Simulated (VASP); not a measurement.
# Pt (a cell with a defect) in VASP: single point with PBE

Aim: the single point of Pt (a cell with a defect) with PBE.

Everything below comes from runs of VASP 6.6.1. Logs are shortened: lines on timing, memory, paths and dates and some standing lists are left out, and cuts for length are marked.

## 1. The cell of the first run

The cell holds a defect, 7 atoms: a = 5.546 Å, b = 5.546 Å, c = 5.546 Å, α = 60.00°, β = 60.00°, γ = 60.00°.

## 2. Single point, PBE

The input, INCAR:

```
SYSTEM = Pt
PREC = Accurate
ENCUT = 520
EDIFF = 1E-6
ISMEAR = 0
SIGMA = 0.1
LREAL = .FALSE.
LASPH = .TRUE.
NELM = 100
ALGO = Normal
ISIF = 2
LWAVE = .FALSE.
LCHARG = .FALSE.
GGA = PE
NBANDS = 44
```

The input, KPOINTS:

```
Automatic mesh
0
G
  3 3 3
  0 0 0
```

The input, POSCAR:

```
Pt
1.0
    0.0000000000      3.9218000000      3.9218000000
    3.9218000000      0.0000000000      3.9218000000
    3.9218000000      3.9218000000      0.0000000000
Pt
7
Direct
    0.0000000000      0.0000000000      0.2500000000
    0.0083714111      0.5286508746     -0.0185111428
   -0.0083714111      0.4713491254      0.5185111428
    0.5286508746      0.0083714111     -0.0185111428
    0.4713491254     -0.0083714111      0.5185111428
    0.5000000000      0.5000000000      0.0049780713
    0.5000000000      0.5000000000      0.4950219287
```

Potentials or basis: VASP PAW PBE potentials, release 64 (Pt).

Run with:

```bash
cat potpaw_PBE.64/Pt/POTCAR > POTCAR
mpirun -np 1 vasp_std > vasp.out
```

OUTCAR:

```text
SYSTEM = Pt
   PREC = Accurate
   ENCUT = 520
   EDIFF = 1E-6
   ISMEAR = 0
   LREAL = .FALSE.
   LASPH = .TRUE.
   NELM = 100
   ISIF = 2
   GGA = PE

 ion  position               nearest neighbor table
   1  0.000  0.000  0.250-   4 2.55   2 2.55   3 2.55   5 2.55   7 3.09   6 3.09   6 3.09   7 3.09

   2  0.008  0.529  0.981-   1 2.55   4 2.66   6 2.72   7 2.72   3 2.79   3 2.79   7 2.84   6 2.84
                             4 2.89
   3  0.992  0.471  0.519-   1 2.55   5 2.66   7 2.72   6 2.72   2 2.79   2 2.79   6 2.84   7 2.84
                             5 2.89
   4  0.529  0.008  0.981-   1 2.55   2 2.66   6 2.72   7 2.72   5 2.79   5 2.79   7 2.84   6 2.84
                             2 2.89
   5  0.471  0.992  0.519-   1 2.55   3 2.66   7 2.72   6 2.72   4 2.79   4 2.79   6 2.84   7 2.84
                             3 2.89
   6  0.500  0.500  0.005-   2 2.72   4 2.72   3 2.72   5 2.72   7 2.72   7 2.83   5 2.84   3 2.84
                             2 2.84   4 2.84   1 3.09   1 3.09
   7  0.500  0.500  0.495-   3 2.72   5 2.72   4 2.72   2 2.72   6 2.72   6 2.83   2 2.84   4 2.84
                             5 2.84   3 2.84   1 3.09   1 3.09

  LATTYP: Found a face centered cubic cell.
 ALAT       =     7.8436000000

  Lattice vectors:

 A1 = (   0.0000000000,   3.9218000000,   3.9218000000)
 A2 = (   3.9218000000,   0.0000000000,   3.9218000000)
 A3 = (   3.9218000000,   3.9218000000,   0.0000000000)

Analysis of symmetry for initial positions (statically):
=====================================================================
 Subroutine PRICEL returns:
 Original cell was already a primitive cell.

 Routine SETGRP: Setting up the symmetry group for a
 face centered cubic supercell.

 Subroutine GETGRP returns: Found  8 space group operations
 (whereof  4 operations were pure point group operations)
 out of a pool of 48 trial point group operations.

The static configuration has the point symmetry C_2v.
 The point group associated with its full space group is D_2h.

Analysis of symmetry for dynamics (positions and initial velocities):
=====================================================================
 Subroutine PRICEL returns:
 Original cell was already a primitive cell.

 Routine SETGRP: Setting up the symmetry group for a
 face centered cubic supercell.

 Subroutine GETGRP returns: Found  8 space group operations
 (whereof  4 operations were pure point group operations)
 out of a pool of 48 trial point group operations.

The dynamic configuration has the point symmetry C_2v.
 The point group associated with its full space group is D_2h.

[... 96 lines left out ...]
   NFREE  =      0    steps in history (QN), initial steepest desc. (CG)
   ISIF   =      2    stress and relaxation
   ISYM   =      2    0-nonsym 1-usesym 2-fastsym
   POTIM  = 0.5000    time-step for ionic-motion
   TEBEG  =    0.0;   TEEND  =   0.0 temperature during run
   PSTRESS=    0.0 pullay stress
   NELECT =      70.0000    total number of electrons
   NUPDOWN=      -1.0000    fix difference up-down
   EMIN   =  10.00;   EMAX   =-10.00  energy-range for DOS
   EFERMI =   0.00;   METHOD = LEGACY
   ISMEAR =     0;   SIGMA  =   0.10  broadening in eV -4-tet -1-fermi 0-gaus
   EFERMI_NEDOS =   21; number of points for ismear=-14 and -15
   IALGO  =     38    algorithm
   IMIX   =      4    mixing-type and parameters
     AMIX     =   0.40;   BMIX     =  1.00
     AMIX_MAG =   1.60;   BMIX_MAG =  1.00
  volume/ion in A,a.u.               =      17.23       116.30
  Fermi-wavevector in a.u.,A,eV,Ry     =   1.365459  2.580344 25.367776  1.864479
  Thomas-Fermi vector in A             =   2.491686
   LORBIT       =      0    0 simple, 1 ext, 2 COOP (PROOUT), +10 PAW based schemes
   GGA     = PE    functional components
   LHFCALC =     F    Hartree Fock is set to
   AEXX    =    0.0000 exact exchange contribution
   IVDW    =     0    specifies the selected vdW correction
   LEPSILON=     F    determine dielectric tensor
   LRPA    =     F    only Hartree local field effects (RPA)
 non-spin polarized calculation
 Gauss-broadening in eV      SIGMA  =   0.10
  energy-cutoff  :      520.00
  volume of cell :      120.64
 maximum number of plane-waves:      3287
 NGX is ok and might be reduce to    42
   NGX = 21   NGY = 21   NGZ = 21

 number of electron      69.9999997 magnetization

 Free energy of the ion-electron system (eV)
  ---------------------------------------------------
  ext. energy  EPLUGINS =         0.00000000
  ---------------------------------------------------
  free energy    TOTEN  =       -41.41821533 eV

  energy without entropy =      -41.39294946  energy(sigma->0) =      -41.40558240

 E-fermi :   8.9225     XC(G=0): -12.5672

 val. band max:        8.8507304176   @ k =  -0.3333   0.3333   0.0000
 cond. band min:       8.9589330336   @ k =   0.0000   0.0000   0.0000
 fundamental gap:      0.1082026161
 Fermi energy:         8.9224855500

 k-point     1 :       0.0000    0.0000    0.0000
  band No.  band energies     occupation
      1      -0.2043      2.00000
      2       2.1383      2.00000
      3       2.3714      2.00000
      4       2.6325      2.00000
      5       2.8937      2.00000
      6       2.9511      2.00000
[... 365 lines left out ...]
     43      15.1580      0.00000
     44      15.5909      0.00000

------------------------ aborting loop because EDIFF is reached ----------------------------------------

  FORCE on cell =-STRESS in cart. coord.  units (eV):
  Direction    XX          YY          ZZ          XY          YZ          ZX
  --------------------------------------------------------------------------------------
  -------------------------------------------------------------------------------------
  Total       -3.4781031     -3.4781031      2.2966621     -0.2405927      0.0000000      0.0000000
  in kB      -46.1919942    -46.1919942     30.5015114     -3.1952632      0.0000000      0.0000000
  external PRESSURE =     -20.6274923 kB  Pullay stress =       0.0000000 kB

 VOLUME and BASIS-vectors are now :
 -----------------------------------------------------------------------------
  energy-cutoff  :      520.00
  volume of cell :      120.64
      direct lattice vectors                 reciprocal lattice vectors
     0.000000000  3.921800000  3.921800000    -0.127492478  0.127492478  0.127492478
     3.921800000  0.000000000  3.921800000     0.127492478 -0.127492478  0.127492478
     3.921800000  3.921800000  0.000000000     0.127492478  0.127492478 -0.127492478

 POSITION                                       TOTAL-FORCE (eV/Angst)
 -----------------------------------------------------------------------------------
      0.98045      0.98045      0.00000         0.000000     -0.000000      0.000000
      5.92247      3.88203      2.10609         0.003219     -0.003219      0.007441
      3.88203      5.92247      5.73751        -0.003219      0.003219     -0.007441
      3.88203      5.92247      2.10609        -0.003219      0.003219      0.007441
      5.92247      3.88203      5.73751         0.003219     -0.003219     -0.007441
      1.98042      1.98042      3.92180         0.008809      0.008809     -0.000000
      3.90228      3.90228      3.92180        -0.008809     -0.008809      0.000000
 -----------------------------------------------------------------------------------
    total drift:                               -0.000000      0.000000     -0.000000

  FREE ENERGIE OF THE ION-ELECTRON SYSTEM (eV)
  ---------------------------------------------------
  free  energy   TOTEN  =       -41.4182153333 eV

  energy  without entropy=      -41.3929494620  energy(sigma->0) =      -41.40558240
```

OSZICAR:

```text
N       E                     dE             d eps       ncg     rms          rms(c)
DAV:   1     0.435404814965E+03    0.43540E+03   -0.35552E+04   704   0.153E+03
DAV:   2    -0.266276838798E+02   -0.46203E+03   -0.44043E+03   788   0.326E+02
DAV:   3    -0.438596923850E+02   -0.17232E+02   -0.16690E+02   776   0.579E+01
DAV:   4    -0.441312461300E+02   -0.27155E+00   -0.27000E+00   800   0.720E+00
DAV:   5    -0.441361850171E+02   -0.49389E-02   -0.49379E-02   760   0.101E+00    0.273E+01
DAV:   6    -0.416977551840E+02    0.24384E+01   -0.61764E+00   744   0.137E+01    0.147E+01
DAV:   7    -0.416299243682E+02    0.67831E-01   -0.21646E+00   752   0.935E+00    0.743E+00
DAV:   8    -0.414417270715E+02    0.18820E+00   -0.11954E+00   760   0.798E+00    0.388E+00
DAV:   9    -0.414217652798E+02    0.19962E-01   -0.87469E-02   772   0.207E+00    0.517E-01
DAV:  10    -0.414184492345E+02    0.33160E-02   -0.12955E-02   768   0.105E+00    0.260E-01
DAV:  11    -0.414182032178E+02    0.24602E-03   -0.11053E-03   728   0.245E-01    0.779E-02
DAV:  12    -0.414182126375E+02   -0.94197E-05   -0.95660E-05   768   0.491E-02    0.182E-02
DAV:  13    -0.414182155199E+02   -0.28824E-05   -0.62088E-06   744   0.175E-02    0.760E-03
DAV:  14    -0.414182153333E+02    0.18659E-06   -0.87689E-07   408   0.762E-03
   1 F= -.41418215E+02 E0= -.41405582E+02  d E =-.252659E-01
```

Wall time 2.1 min (1 thread of AMD EPYC 7R13, shared host); peak memory 0.22 GiB.

What came out:

```yaml
Free_energy: -41.4182 eV
Pressure: -2.1 GPa
Largest_force: 0.012 eV/Å
Band_gap_on_the_k_mesh: zero (band 35 reaches 9.56 eV, above the bottom of band 36 at 8.67 eV)
```

Forces on the atoms (eV/Å):
```
Pt   0.000  0.000  0.000
Pt   0.003 -0.003  0.007
Pt  -0.003  0.003 -0.007
Pt  -0.003  0.003  0.007
Pt   0.003 -0.003 -0.007
Pt   0.009  0.009  0.000
Pt  -0.009 -0.009  0.000
```

Stress tensor (GPa, compression positive):
```
-4.62 -0.32  0.00
-0.32 -4.62  0.00
 0.00  0.00  3.05
```

Caveat: the k points lie up to 0.46 Å⁻¹ apart; spin-orbit coupling is left out, which moves the levels of the heavy elements.
